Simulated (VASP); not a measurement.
Write the native input for VASP 6.6.1 that does the following.

```
Task                   : single point
Functional             : PBE
Potentials or basis    : VASP PAW PBE potentials, release 64 (Ti_sv)
Cutoff                 : 520 eV
k mesh                 : 24 × 24 × 14
Occupations            : gaussian, width 0.15 eV
Spin                   : no spin polarisation
Dipole correction      : no
Further INCAR settings : ALGO = Fast; EDIFF = 1e-06; NBANDS = 19
```

The structure of Ti lies in POSCAR:

```
Ti
1.0
    2.8209197388      0.0000000000      0.0000000000
   -1.4104598694      2.4429881559      0.0000000000
    0.0000000000      0.0000000000      5.0226847358
Ti
2
Direct
    0.3333333333      0.6666666667      0.2500000000
    0.6666666667      0.3333333333      0.7500000000
```

This cell differs from its parent crystal: strain -0.040 along x and y, +0.080 along z.

The input as run:

INCAR

```
ALGO = Fast
EDIFF = 1E-6
ENCUT = 520
GGA = PE
ISIF = 2
ISMEAR = 0
LASPH = True
LCHARG = True
LELF = True
LREAL = False
LVHAR = True
LWAVE = False
NBANDS = 19
NELM = 100
PREC = Accurate
SIGMA = 0.15
```

KPOINTS

```
k-points
0
Gamma
  24 24 14
```

Potentials or basis: VASP PAW PBE potentials, release 64 (Ti_sv).

Run with:

```sh
$ cat potpaw_PBE.64/Ti_sv/POTCAR > POTCAR
$ mpirun -np 1 vasp_std > vasp.out
```

It gave:

- Pressure: 0.3 GPa
- Band gap on the k mesh: zero (bands 12 and 13 overlap by 0.49 eV)

Caveat: the cell differs from its parent crystal (strain -0.040 along x and y, +0.080 along z).

Run time: 8.9 min on 1 thread of AMD EPYC 9R45 96-Core Processor (Zen 5), on a shared host, peak memory 0.33 GiB.
